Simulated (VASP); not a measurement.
# Se (R-3) in VASP: notebook

The runs below take Se through single point, with PBEsol.

All numbers are computed with VASP 6.6.1; they aren't measurements. Logs are shortened: lines on timing, memory, paths and dates and some standing lists are left out, and cuts for length are marked.

## 1. The cell of the first run

The structure is trigonal, space group R-3 (No. 148). The conventional cell has a = 11.208 Å, b = 11.208 Å, c = 4.369 Å, α = 90.00°, β = 90.00°, γ = 120.00°. Se (site symmetry 1) has 2 Se at 2.32 Å within 3.1 Å.

## 2. Single point, PBEsol (26.41 Å³/atom)

The input, INCAR:

```
SYSTEM = Se
PREC     = Accurate       ! precision mode
ENCUT    = 520            ! plane-wave cutoff, eV
EDIFF    = 1E-6           ! SCF threshold, eV
ISMEAR   = -1             ! smearing method
SIGMA    = 0.01           ! smearing width, eV
LREAL    = .False.        ! projectors in reciprocal space
LASPH    = .True.         ! aspherical terms in the spheres
NELM     = 80             ! most SCF steps
ALGO     = Normal         ! electronic algorithm
ISIF     = 2              ! what is computed and relaxed
LWAVE    = .False.        ! write WAVECAR
LCHARG   = .False.        ! write CHGCAR
GGA      = PS             ! functional
NBANDS   = 27             ! bands
```

The input, KPOINTS:

```
Automatic mesh
0
Gamma
  6 6 6
  0 0 0
```

The input, POSCAR:

```
Se
1.0
    5.6042201815      3.2355980303      1.4563771487
   -5.6042201815      3.2355980303      1.4563771487
    0.0000000000     -6.4711960608      1.4563771487
Se
6
Direct
    0.2806600000      0.1625100000      0.9181800000
    0.9181800000      0.2806600000      0.1625100000
    0.1625100000      0.9181800000      0.2806600000
    0.7193400000      0.8374900000      0.0818200000
    0.0818200000      0.7193400000      0.8374900000
    0.8374900000      0.0818200000      0.7193400000
```

Potentials or basis: VASP PAW PBE potentials, release 64 (Se).

Command:

```sh
$ cat potpaw_PBE.64/Se/POTCAR > POTCAR
$ mpirun -np 1 vasp_std > vasp.out
```

OUTCAR:

```text
SYSTEM = Se
   PREC = Accurate
   ENCUT = 520
   EDIFF = 1E-6
   ISMEAR = -1
   LREAL = .False.
   LASPH = .True.
   NELM = 80
   ISIF = 2
   GGA = PS

 ion  position               nearest neighbor table
   1  0.281  0.163  0.918-   5 2.32   6 2.32
   2  0.918  0.281  0.163-   4 2.32   6 2.32
   3  0.163  0.918  0.281-   4 2.32   5 2.32
   4  0.719  0.837  0.082-   2 2.32   3 2.32
   5  0.082  0.719  0.837-   1 2.32   3 2.32
   6  0.837  0.082  0.719-   1 2.32   2 2.32

  LATTYP: Found a trigonal (rhomboedric) cell.
 ALAT       =     6.6330545645
 COS(alpha) =    -0.4276877573

  Lattice vectors:

 A1 = (   5.6042201815,   3.2355980303,   1.4563771487)
 A2 = (  -5.6042201815,   3.2355980303,   1.4563771487)
 A3 = (   0.0000000000,  -6.4711960608,   1.4563771487)

Analysis of symmetry for initial positions (statically):
=====================================================================
 Subroutine PRICEL returns:
 Original cell was already a primitive cell.

 Routine SETGRP: Setting up the symmetry group for a
 trigonal (rhombohedral) supercell.

 Subroutine GETGRP returns: Found  6 space group operations
 (whereof  6 operations were pure point group operations)
 out of a pool of 12 trial point group operations.

The static configuration has the point symmetry S_6 .

Analysis of symmetry for dynamics (positions and initial velocities):
=====================================================================
 Subroutine PRICEL returns:
 Original cell was already a primitive cell.

 Routine SETGRP: Setting up the symmetry group for a
 trigonal (rhombohedral) supercell.

 Subroutine GETGRP returns: Found  6 space group operations
 (whereof  6 operations were pure point group operations)
 out of a pool of 12 trial point group operations.

The dynamic configuration has the point symmetry S_6 .

 Subroutine INISYM returns: Found  6 space group operations
 (whereof  6 operations are pure point group operations),
 and found     1 'primitive' translations

----------------------------------------------------------------------------------------

                                     Primitive cell

  volume of cell :     158.4510

  direct lattice vectors                    reciprocal lattice vectors
     5.604220181  3.235598030  1.456377149     0.089218479  0.051510313  0.228878442
[... 88 lines left out ...]
   ISPIN  =      1    spin polarized calculation?
   LNONCOLLINEAR =      F non collinear calculations
   LSORBIT =      F    spin-orbit coupling
   LASPH  =      T    aspherical Exc in radial PAW
   ENCUT  =  520.0 eV  38.22 Ry    6.18 a.u.  12.33 12.33 12.33*2*pi/ulx,y,z
   NELM   =     80;   NELMIN=  2; NELMDL= -5     # of ELM steps
   EDIFF  = 0.1E-05   stopping-criterion for ELM
   LREAL  =      F    real-space projection
   EDIFFG = 0.1E-04   stopping-criterion for IOM
   NSW    =      0    number of steps for IOM
   IBRION =     -1    ionic relax: 0-MD 1-quasi-New 2-CG
   NFREE  =      0    steps in history (QN), initial steepest desc. (CG)
   ISIF   =      2    stress and relaxation
   ISYM   =      2    0-nonsym 1-usesym 2-fastsym
   POTIM  = 0.5000    time-step for ionic-motion
   TEBEG  =    0.0;   TEEND  =   0.0 temperature during run
   PSTRESS=    0.0 pullay stress
   NELECT =      36.0000    total number of electrons
   NUPDOWN=      -1.0000    fix difference up-down
   EMIN   =  10.00;   EMAX   =-10.00  energy-range for DOS
   EFERMI =   0.00;   METHOD = LEGACY
   ISMEAR =    -1;   SIGMA  =   0.01  broadening in eV -4-tet -1-fermi 0-gaus
   EFERMI_NEDOS =   21; number of points for ismear=-14 and -15
   IALGO  =     38    algorithm
   IMIX   =      4    mixing-type and parameters
     AMIX     =   0.40;   BMIX     =  1.00
     AMIX_MAG =   1.60;   BMIX_MAG =  1.00
  volume/ion in A,a.u.               =      26.41       178.21
  Fermi-wavevector in a.u.,A,eV,Ry     =   0.998951  1.887743 13.577287  0.997902
  Thomas-Fermi vector in A             =   2.131208
   LORBIT       =      0    0 simple, 1 ext, 2 COOP (PROOUT), +10 PAW based schemes
   GGA     = PS    functional components
   LHFCALC =     F    Hartree Fock is set to
   AEXX    =    0.0000 exact exchange contribution
   IVDW    =     0    specifies the selected vdW correction
   LEPSILON=     F    determine dielectric tensor
   LRPA    =     F    only Hartree local field effects (RPA)
 non-spin polarized calculation
  energy-cutoff  :      520.00
  volume of cell :      158.45
 maximum number of plane-waves:      4289
 NGX is ok and might be reduce to    50
   NGX = 25   NGY = 25   NGZ = 25

 number of electron      36.0000000 magnetization

 Free energy of the ion-electron system (eV)
  ---------------------------------------------------
  ext. energy  EPLUGINS =         0.00000000
  ---------------------------------------------------
  free energy    TOTEN  =       -22.65899338 eV

  energy without entropy =      -22.65899338  energy(sigma->0) =      -22.65899338

 E-fermi :   2.8901     XC(G=0):  -9.1623

 val. band max:        2.6456044992   @ k =   0.5000   0.5000   0.5000
 cond. band min:       3.8409029669   @ k =  -0.1667   0.1667   0.1667
 fundamental gap:      1.1952984677
 Fermi energy:         2.8900746093

 k-point     1 :       0.0000    0.0000    0.0000
  band No.  band energies     occupation
      1     -13.4934      2.00000
      2     -11.6523      2.00000
      3     -11.6523      2.00000
      4      -9.3008      2.00000
      5      -9.3008      2.00000
      6      -7.4843      2.00000
[... 709 lines left out ...]
     26       8.5367      0.00000
     27       9.1193      0.00000

 [... further k-points ...]
[... 5 lines left out ...]
  --------------------------------------------------------------------------------------
  -------------------------------------------------------------------------------------
  Total        3.1754689      3.1754689      1.8742062      0.0000006     -0.0000000      0.0000000
  in kB       32.1087644     32.1087644     18.9510416      0.0000063     -0.0000000      0.0000000
  external PRESSURE =      27.7228568 kB  Pullay stress =       0.0000000 kB

 VOLUME and BASIS-vectors are now :
 -----------------------------------------------------------------------------
  energy-cutoff  :      520.00
  volume of cell :      158.45
      direct lattice vectors                 reciprocal lattice vectors
     5.604220181  3.235598030  1.456377149     0.089218479  0.051510313  0.228878442
    -5.604220181  3.235598030  1.456377149    -0.089218479  0.051510313  0.228878442
     0.000000000 -6.471196061  1.456377149     0.000000000 -0.103020626  0.228878442

 POSITION                                       TOTAL-FORCE (eV/Angst)
 -----------------------------------------------------------------------------------
      0.66214     -4.50780      1.98264         0.253532      0.634686      0.566477
      3.57280      2.82733      1.98264        -0.676420     -0.097778      0.566477
     -4.23494      1.68047      1.98264         0.422888     -0.536908      0.566477
     -0.66214      4.50780      2.38649        -0.253532     -0.634686     -0.566477
     -3.57280     -2.82733      2.38649         0.676420      0.097778     -0.566477
      4.23494     -1.68047      2.38649        -0.422888      0.536908     -0.566477
 -----------------------------------------------------------------------------------
    total drift:                                0.000000     -0.000000     -0.000000

  FREE ENERGIE OF THE ION-ELECTRON SYSTEM (eV)
  ---------------------------------------------------
  free  energy   TOTEN  =       -22.6589933807 eV

  energy  without entropy=      -22.6589933807  energy(sigma->0) =      -22.65899338
```

OSZICAR:

```text
N       E                     dE             d eps       ncg     rms          rms(c)
DAV:   1     0.193597070604E+03    0.19360E+03   -0.14627E+04  2160   0.112E+03
DAV:   2    -0.667268980782E+01   -0.20027E+03   -0.19370E+03  2778   0.187E+02
DAV:   3    -0.227413405109E+02   -0.16069E+02   -0.15934E+02  2833   0.581E+01
DAV:   4    -0.229286030315E+02   -0.18726E+00   -0.18691E+00  2541   0.712E+00
DAV:   5    -0.229302562130E+02   -0.16532E-02   -0.16527E-02  2648   0.696E-01    0.105E+01
DAV:   6    -0.227403967594E+02    0.18986E+00   -0.93297E-02  2439   0.146E+00    0.639E+00
DAV:   7    -0.226599487921E+02    0.80448E-01   -0.19456E-01  2424   0.208E+00    0.286E-01
DAV:   8    -0.226589005370E+02    0.10483E-02   -0.16023E-02  2349   0.624E-01    0.116E-01
DAV:   9    -0.226589725987E+02   -0.72062E-04   -0.42531E-04  2810   0.993E-02    0.402E-02
DAV:  10    -0.226589907585E+02   -0.18160E-04   -0.33368E-05  2400   0.297E-02    0.109E-02
DAV:  11    -0.226589930238E+02   -0.22653E-05   -0.47350E-06  2431   0.109E-02    0.534E-03
DAV:  12    -0.226589933807E+02   -0.35690E-06   -0.87556E-07  1383   0.492E-03
   1 F= -.22658993E+02 E0= -.22658993E+02  d E =-.603136E-13
```

stdout:

```text
POSCAR found type information on POSCAR Se
 POSCAR found :  1 types and       6 ions
 scaLAPACK will be used
 -----------------------------------------------------------------------------
|                                                                             |
|                                                                             |
|     You enforced a specific xc type in the INCAR file but a different       |
|     I HOPE YOU KNOW WHAT YOU ARE DOING!                                     |
|                                                                             |
 -----------------------------------------------------------------------------

 LDA part: xc-table for (Slater+PW92), standard interpolation
 POSCAR, INCAR and KPOINTS ok, starting setup
 FFT: planning ... GRIDC
 FFT: planning ... GRID_SOFT
 FFT: planning ... GRID
 WAVECAR not read
 entering main loop
```

It took 97 s on 1 thread of Intel Xeon 6975P-C (Granite Rapids), shared host; peak memory 0.39 GiB.

Results:

```
Free energy            : -22.6590 eV
Pressure               : 2.8 GPa
Largest force          : 0.888 eV/Å
Band gap on the k mesh : 1.20 eV (least direct gap 1.43 eV)
```

Forces in eV/Å, atoms in the order of the input:
```
Se   0.254  0.635  0.566
Se  -0.676 -0.098  0.566
Se   0.423 -0.537  0.566
Se  -0.254 -0.635 -0.566
Se   0.676  0.098 -0.566
Se  -0.423  0.537 -0.566
```

Stress tensor (GPa, compression positive):
```
3.21 0.00 0.00
0.00 3.21 0.00
0.00 0.00 1.90
```

Caveat: this functional lacks dispersion, which holds the molecules together, so the pressure and a relaxed volume are unreliable; the PAW data sets were made with another functional, which shifts forces and pressure a little. A k mesh can miss the band edges.

(Continued in part 2 of 2.)
